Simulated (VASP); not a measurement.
# Zn2CdTe3 (P3m1) in VASP: notebook

The runs below take Zn2CdTe3 through relaxation of cell and atoms, relaxation of shape and atoms at fixed volume, with PBE.

All numbers are computed with VASP 6.6.1; they aren't measurements. Logs are shortened: lines on timing, memory, paths and dates and some standing lists are left out, and cuts for length are marked.

### Step 1. The cell of the first run

Symmetry: P3m1, No. 156, trigonal system. Conventional cell: a = 4.467 Å, b = 4.467 Å, c = 11.001 Å, α = 90.00°, β = 90.00°, γ = 120.00°. Zn (site symmetry 3m) has 4 Te at 2.68 to 2.71 Å within 3.5 Å. Zn (site symmetry 3m) has 4 Te at 2.67 to 2.71 Å within 3.5 Å. Cd (site symmetry 3m) has 4 Te at 2.81 to 2.85 Å within 3.7 Å. Te (site symmetry 3m) has 3 Zn at 2.71 Å and 1 Cd at 2.85 Å within 3.6 Å. Te (site symmetry 3m) has 4 Zn at 2.68 to 2.71 Å within 3.5 Å. Within 3.5 Å of Te (site symmetry 3m) lie 1 Zn at 2.67 Å and 3 Cd at 2.81 Å.

### Step 2. Relaxation of cell and atoms, PBE

Contents of INCAR:

```
PREC = Accurate ; ENCUT = 600
EDIFF = 1E-6 ; ISMEAR = 0
SIGMA = 0.02 ; LREAL = F
LASPH = T ; NELM = 60
ALGO = Normal ; ISIF = 3
LWAVE = F ; LCHARG = F
GGA = PE ; IBRION = 2
NSW = 100 ; EDIFFG = -0.01
```

Contents of KPOINTS:

```
Automatic mesh
0
Gamma
  6 6 4
```

Contents of POSCAR:

```
Zn2CdTe3
1.0
    4.4672940000      0.0000000000      0.0000000000
   -2.2336470000      3.8687901000      0.0000000000
    0.0000000000      0.0000000000     11.0010090000
Zn Cd Te
2 1 3
Direct
    0.3333333000      0.6666667000      0.6604900000
    0.6666667000      0.3333333000      0.3406080000
    0.0000000000      0.0000000000      0.9964020000
    0.0000000000      0.0000000000      0.7375610000
    0.3333333000      0.6666667000      0.4171020000
    0.6666667000      0.3333333000      0.0978370000
```

Potentials or basis: VASP PAW PBE potentials, release 64 (Zn, Cd, Te).

Launch:

```console
$ cat potpaw_PBE.64/Zn/POTCAR potpaw_PBE.64/Cd/POTCAR potpaw_PBE.64/Te/POTCAR > POTCAR
$ mpirun -np 1 vasp_std > vasp.out
```

OUTCAR:

```text
PREC = Accurate
   ENCUT = 600
   EDIFF = 1E-6
   ISMEAR = 0
   LREAL = F
   LASPH = T
   NELM = 60
   ISIF = 3
   GGA = PE
   IBRION = 2
   NSW = 100
   EDIFFG = -0.01

 ion  position               nearest neighbor table
   1  0.333  0.667  0.660-   5 2.68   4 2.71   4 2.71   4 2.71
   2  0.667  0.333  0.341-   6 2.67   5 2.71   5 2.71   5 2.71
   3  0.000  0.000  0.996-   6 2.81   6 2.81   6 2.81   4 2.85
   4  0.000  0.000  0.738-   1 2.71   1 2.71   1 2.71   3 2.85
   5  0.333  0.667  0.417-   1 2.68   2 2.71   2 2.71   2 2.71
   6  0.667  0.333  0.098-   2 2.67   3 2.81   3 2.81   3 2.81

  LATTYP: Found a hexagonal cell.
 ALAT       =     4.4672940000
 C/A-ratio  =     2.4625666007

  Lattice vectors:

 A1 = (   4.4672940000,   0.0000000000,   0.0000000000)
 A2 = (  -2.2336470000,   3.8687901000,   0.0000000000)
 A3 = (   0.0000000000,   0.0000000000,  11.0010090000)

Analysis of symmetry for initial positions (statically):
=====================================================================
 Subroutine PRICEL returns:
 Original cell was already a primitive cell.

 Routine SETGRP: Setting up the symmetry group for a
 hexagonal supercell.

 Subroutine GETGRP returns: Found  6 space group operations
 (whereof  6 operations were pure point group operations)
 out of a pool of 24 trial point group operations.

The static configuration has the point symmetry C_3v.

Analysis of symmetry for dynamics (positions and initial velocities):
=====================================================================
 Subroutine PRICEL returns:
 Original cell was already a primitive cell.

 Routine SETGRP: Setting up the symmetry group for a
 hexagonal supercell.

 Subroutine GETGRP returns: Found  6 space group operations
 (whereof  6 operations were pure point group operations)
 out of a pool of 24 trial point group operations.

The dynamic configuration has the point symmetry C_3v.

 Subroutine INISYM returns: Found  6 space group operations
 (whereof  6 operations are pure point group operations),
 and found     1 'primitive' translations

----------------------------------------------------------------------------------------

                                     Primitive cell

  volume of cell :     190.1307

  direct lattice vectors                    reciprocal lattice vectors
     4.467294000  0.000000000  0.000000000     0.223849158  0.129239371  0.000000000
    -2.233647000  3.868790100  0.000000000     0.000000000  0.258478742  0.000000000
     0.000000000  0.000000000 11.001009000     0.000000000  0.000000000  0.090900753

  length of vectors
     4.467294000  4.467294009 11.001009000     0.258478743  0.258478742  0.090900753

  position of ions in fractional coordinates (direct lattice)
     0.333333300  0.666666700  0.660490000
     0.666666700  0.333333300  0.340608000
     0.000000000  0.000000000  0.996402000
     0.000000000  0.000000000  0.737561000
     0.333333300  0.666666700  0.417102000
     0.666666700  0.333333300  0.097837000

  ion indices of the primitive-cell ions
   primitive index   ion index
                 1           1
                 2           2
                 3           3
                 4           4
                 5           5
                 6           6

----------------------------------------------------------------------------------------

[... 74 lines left out ...]
   ISIF   =      3    stress and relaxation
   ISYM   =      2    0-nonsym 1-usesym 2-fastsym
   POTIM  = 0.5000    time-step for ionic-motion
   TEBEG  =    0.0;   TEEND  =   0.0 temperature during run
   PSTRESS=    0.0 pullay stress
   NELECT =      54.0000    total number of electrons
   NUPDOWN=      -1.0000    fix difference up-down
   EMIN   =  10.00;   EMAX   =-10.00  energy-range for DOS
   EFERMI =   0.00;   METHOD = LEGACY
   ISMEAR =     0;   SIGMA  =   0.02  broadening in eV -4-tet -1-fermi 0-gaus
   EFERMI_NEDOS =   21; number of points for ismear=-14 and -15
   IALGO  =     38    algorithm
   IMIX   =      4    mixing-type and parameters
     AMIX     =   0.40;   BMIX     =  1.00
     AMIX_MAG =   1.60;   BMIX_MAG =  1.00
  volume/ion in A,a.u.               =      31.69       213.84
  Fermi-wavevector in a.u.,A,eV,Ry     =   1.076107  2.033547 15.755624  1.158006
  Thomas-Fermi vector in A             =   2.211982
   LORBIT       =      0    0 simple, 1 ext, 2 COOP (PROOUT), +10 PAW based schemes
   GGA     = PE    functional components
   LHFCALC =     F    Hartree Fock is set to
   AEXX    =    0.0000 exact exchange contribution
   IVDW    =     0    specifies the selected vdW correction
   LEPSILON=     F    determine dielectric tensor
   LRPA    =     F    only Hartree local field effects (RPA)
 conjugate gradient relaxation of ions
 non-spin polarized calculation
 Gauss-broadening in eV      SIGMA  =   0.02
  energy-cutoff  :      600.00
  volume of cell :      190.13
 maximum number of plane-waves:      6366
   NGX = 17   NGY = 17   NGZ = 43

--------------------------------------- Ionic step        1  -------------------------------------------

 number of electron      53.9999972 magnetization

 Free energy of the ion-electron system (eV)
  ---------------------------------------------------
  ext. energy  EPLUGINS =         0.00000000
  ---------------------------------------------------
  free energy    TOTEN  =       -15.07755467 eV

  energy without entropy =      -15.07755467  energy(sigma->0) =      -15.07755467

------------------------ aborting loop because EDIFF is reached ----------------------------------------

  FORCE on cell =-STRESS in cart. coord.  units (eV):
  Direction    XX          YY          ZZ          XY          YZ          ZX
  --------------------------------------------------------------------------------------
  -------------------------------------------------------------------------------------
  Total        0.0745927      0.0745927      0.0762372      0.0000000      0.0000000     -0.0000000
  in kB        0.6285711      0.6285711      0.6424290      0.0000000      0.0000000     -0.0000000
  external PRESSURE =       0.6331904 kB  Pullay stress =       0.0000000 kB

 VOLUME and BASIS-vectors are now :
 -----------------------------------------------------------------------------
  energy-cutoff  :      600.00
  volume of cell :      190.13
      direct lattice vectors                 reciprocal lattice vectors
     4.467294000  0.000000000  0.000000000     0.223849158  0.129239371  0.000000000
    -2.233647000  3.868790100  0.000000000     0.000000000  0.258478742  0.000000000
     0.000000000  0.000000000 11.001009000     0.000000000  0.000000000  0.090900753

 POSITION                                       TOTAL-FORCE (eV/Angst)
 -----------------------------------------------------------------------------------
     -0.00000      2.57919      7.26606         0.000000      0.000000      0.001688
      2.23365      1.28960      3.74703        -0.000000     -0.000000      0.002097
      0.00000      0.00000     10.96143         0.000000     -0.000000     -0.002193
      0.00000      0.00000      8.11392         0.000000     -0.000000     -0.008493
     -0.00000      2.57919      4.58854         0.000000     -0.000000     -0.001692
      2.23365      1.28960      1.07631        -0.000000      0.000000      0.008593
 -----------------------------------------------------------------------------------
    total drift:                               -0.000005      0.000002     -0.000502

  FREE ENERGIE OF THE ION-ELECTRON SYSTEM (eV)
  ---------------------------------------------------
  free  energy   TOTEN  =       -15.0775546699 eV

  energy  without entropy=      -15.0775546699  energy(sigma->0) =      -15.07755467

--------------------------------------- Ionic step        2  -------------------------------------------

 number of electron      53.9999973 magnetization

 Free energy of the ion-electron system (eV)
  ---------------------------------------------------
  ext. energy  EPLUGINS =         0.00000000
  ---------------------------------------------------
  free energy    TOTEN  =       -15.07760904 eV

  energy without entropy =      -15.07760904  energy(sigma->0) =      -15.07760904

 E-fermi :   2.6693     XC(G=0):  -8.6085

 val. band max:        2.5325403401   @ k =   0.0000   0.0000   0.0000
 cond. band min:       3.2350328974   @ k =   0.0000   0.0000   0.0000
 fundamental gap:      0.7024925573
 Fermi energy:         2.6693354965

 k-point     1 :       0.0000    0.0000    0.0000
  band No.  band energies     occupation
      1      -8.8603      2.00000
      2      -8.4279      2.00000
      3      -8.2705      2.00000
      4      -5.6851      2.00000
      5      -5.6851      2.00000
      6      -5.5501      2.00000
[... 829 lines left out ...]
     31       6.9395      0.00000
     32       7.0958      0.00000

------------------------ aborting loop because EDIFF is reached ----------------------------------------

  FORCE on cell =-STRESS in cart. coord.  units (eV):
  Direction    XX          YY          ZZ          XY          YZ          ZX
  --------------------------------------------------------------------------------------
  -------------------------------------------------------------------------------------
  Total       -0.0157692     -0.0157692     -0.0195184     -0.0000000      0.0000000      0.0000000
  in kB       -0.1326418     -0.1326418     -0.1641782     -0.0000000      0.0000000      0.0000000
  external PRESSURE =      -0.1431539 kB  Pullay stress =       0.0000000 kB

 VOLUME and BASIS-vectors are now :
 -----------------------------------------------------------------------------
  energy-cutoff  :      600.00
  volume of cell :      190.48
      direct lattice vectors                 reciprocal lattice vectors
     4.469973295 -0.000000000 -0.000000000     0.223714983  0.129161905  0.000000000
    -2.234986648  3.871110438  0.000000000     0.000000000  0.258323811  0.000000000
     0.000000000  0.000000000 11.007752405     0.000000000  0.000000000  0.090845067

 POSITION                                       TOTAL-FORCE (eV/Angst)
 -----------------------------------------------------------------------------------
     -0.00000      2.58074      7.27059         0.000000     -0.000000     -0.001086
      2.23499      1.29037      3.74943         0.000000      0.000000      0.001744
     -2.23499      3.87111     10.96804        -0.000000      0.000000      0.000418
     -2.23499      3.87111      8.11848        -0.000000      0.000000     -0.005061
     -0.00000      2.58074      4.59127         0.000000      0.000000      0.000514
      2.23499      1.29037      1.07738        -0.000000      0.000000      0.003471
 -----------------------------------------------------------------------------------
    total drift:                               -0.000004      0.000002     -0.000451

  FREE ENERGIE OF THE ION-ELECTRON SYSTEM (eV)
  ---------------------------------------------------
  free  energy   TOTEN  =       -15.0776090373 eV

  energy  without entropy=      -15.0776090373  energy(sigma->0) =      -15.07760904

 reached required accuracy - stopping structural energy minimisation
```

Run time: 2.1 min. Hardware: 1 thread of Intel Xeon 6975P-C (Granite Rapids), shared host; peak memory 0.46 GiB.

What came out:

```
Free energy                           : -15.0776 eV
Relaxed volume                        : 31.75 Å³/atom
Relaxed cell                          : a = 4.470 Å, b = 4.470 Å, c = 11.008 Å, α = 90.00°, β = 90.00°, γ = 120.00°
Space group after relaxing (to 0.1 Å) : P3m1 (No. 156)
Energy gained by relaxing             : 0.0 meV/atom
Ionic steps                           : 2
Pressure after relaxing               : 0.0 GPa
Largest force after relaxing          : 0.005 eV/Å
Band gap on the k mesh                : 0.70 eV
```

Forces in eV/Å, atoms in the order of the input:
```
Zn   0.000  0.000 -0.001
Zn   0.000  0.000  0.002
Cd   0.000  0.000  0.000
Te   0.000  0.000 -0.005
Te   0.000  0.000  0.001
Te   0.000  0.000  0.003
```

Final structure:
```
CELL_PARAMETERS angstrom
4.46997 0.00000 0.00000
-2.23499 3.87111 0.00000
0.00000 0.00000 11.00775
ATOMIC_POSITIONS crystal
Zn 0.33333 0.66667 0.66050
Zn 0.66667 0.33333 0.34062
Cd 0.00000 0.00000 0.99639
Te 0.00000 0.00000 0.73752
Te 0.33333 0.66667 0.41709
Te 0.66667 0.33333 0.09787
```

Levels at points of the mesh, in eV from the valence-band top:
```csv
k point,band 24,band 25,band 26,band 27,band 28,band 29,band 30,band 31
"(0.00, 0.00, 0.00)",-0.61,-0.15,0.00,0.00,0.70,1.48,2.18,4.37
"(0.50, 0.00, 0.00)",-1.89,-1.79,-1.31,-0.99,2.25,2.41,2.51,2.88
"(0.00, 0.00, 0.50)",-0.45,-0.45,-0.11,-0.11,1.43,1.60,2.29,4.32
"(0.50, 0.00, 0.50)",-1.91,-1.61,-0.90,-0.79,1.60,2.37,2.89,3.50
```

Caveat: spin-orbit coupling is left out, which moves the levels of the heavy elements.

### Step 3. Relaxation of shape and atoms at fixed volume, PBE (32.64 Å³/atom)

This run uses another cell than the first one, of 32.64 Å³/atom.

Contents of INCAR:

```
PREC     = Accurate       # precision mode
ENCUT    = 600            # plane-wave cutoff, eV
EDIFF    = 1E-7           # SCF threshold, eV
ISMEAR   = 0              # smearing method
SIGMA    = 0.02           # smearing width, eV
LREAL    = False          # projectors in reciprocal space
LASPH    = True           # aspherical terms in the spheres
NELM     = 60             # most SCF steps
ALGO     = Normal         # electronic algorithm
ISIF     = 4              # what is computed and relaxed
LWAVE    = False          # write WAVECAR
LCHARG   = False          # write CHGCAR
GGA      = PE             # functional
IBRION   = 2              # ionic algorithm
NSW      = 50             # ionic steps
EDIFFG   = -0.01          # ionic threshold
```

KPOINTS is that of step 2.

Contents of POSCAR:

```
Zn2CdTe3
1.0
    4.5115275161      0.0000000000      0.0000000000
   -2.2557637581      3.9070974388      0.0000000000
    0.0000000000      0.0000000000     11.1099369653
Zn Cd Te
2 1 3
Direct
    0.3333333333      0.6666666667      0.6604900000
    0.6666666667      0.3333333333      0.3406080000
    0.0000000000      0.0000000000      0.9964020000
    0.0000000000      0.0000000000      0.7375610000
    0.3333333333      0.6666666667      0.4171020000
    0.6666666667      0.3333333333      0.0978370000
```

Potentials or basis: VASP PAW PBE potentials, release 64 (Zn, Cd, Te).

Launch:

```console
$ cat potpaw_PBE.64/Zn/POTCAR potpaw_PBE.64/Cd/POTCAR potpaw_PBE.64/Te/POTCAR > POTCAR
$ mpirun -np 1 vasp_std > vasp.out
```

Wall time 4.2 min (1 thread of Intel Xeon 6975P-C (Granite Rapids), shared host); peak memory 0.46 GiB.

It converged, with:

- Free energy: -15.0604 eV
- Energy gained by relaxing: 0.0 meV/atom
- Ionic steps: 5
- Pressure after relaxing: -1.0 GPa
- Largest force after relaxing: 0.009 eV/Å
- Band gap on the k mesh: 0.61 eV

Forces in eV/Å, atoms in the order of the input:
```
Zn   0.000  0.000  0.005
Zn   0.000  0.000 -0.004
Cd   0.000  0.000  0.004
Te   0.000  0.000  0.005
Te   0.000  0.000 -0.009
Te   0.000  0.000 -0.001
```

Step by step:
| step | energy change (eV) | largest force (eV/Å) | pressure (GPa) | volume (Å³) |
| --- | --- | --- | --- | --- |
| 1 | 0.0000 | 0.0325 | -1.05 | 195.83 |
| 2 | -0.0001 | 0.0239 | -1.05 | 195.83 |
| 3 | -0.0002 | 0.0123 | -1.04 | 195.83 |
| 4 | -0.0002 | 0.0135 | -1.05 | 195.83 |
| 5 | -0.0002 | 0.0094 | -1.04 | 195.83 |

Final structure:
```
Zn Cd Te
1.0
     4.51311    0.00000    0.00000
    -2.25655    3.90847    0.00000
     0.00000    0.00000   11.10215
Zn Cd Te
2 1 3
Direct
  0.33333 0.66667 0.66036
  0.66667 0.33333 0.34039
  0.00000 0.00000 0.99686
  0.00000 0.00000 0.73760
  0.33333 0.66667 0.41722
  0.66667 0.33333 0.09757
```

Levels at points of the mesh, in eV from the valence-band top:
| k point | band 23 | band 24 | band 25 | band 26 | band 27 | band 28 | band 29 | band 30 | band 31 | band 32 |
| --- | --- | --- | --- | --- | --- | --- | --- | --- | --- | --- |
| (0.00, 0.00, 0.00) | -0.57 | -0.57 | -0.13 | 0.00 | 0.00 | 0.61 | 1.46 | 2.12 | 4.40 | 4.40 |
| (0.50, 0.00, 0.00) | -1.89 | -1.80 | -1.70 | -1.23 | -0.95 | 2.27 | 2.46 | 2.49 | 2.85 | 4.61 |
| (0.00, 0.00, 0.50) | -0.88 | -0.41 | -0.41 | -0.11 | -0.11 | 1.41 | 1.54 | 2.20 | 4.33 | 4.62 |
| (0.50, 0.00, 0.50) | -2.20 | -1.81 | -1.53 | -0.85 | -0.75 | 1.58 | 2.40 | 2.90 | 3.51 | 3.68 |

Caveat: spin-orbit coupling is left out, which moves the levels of the heavy elements.
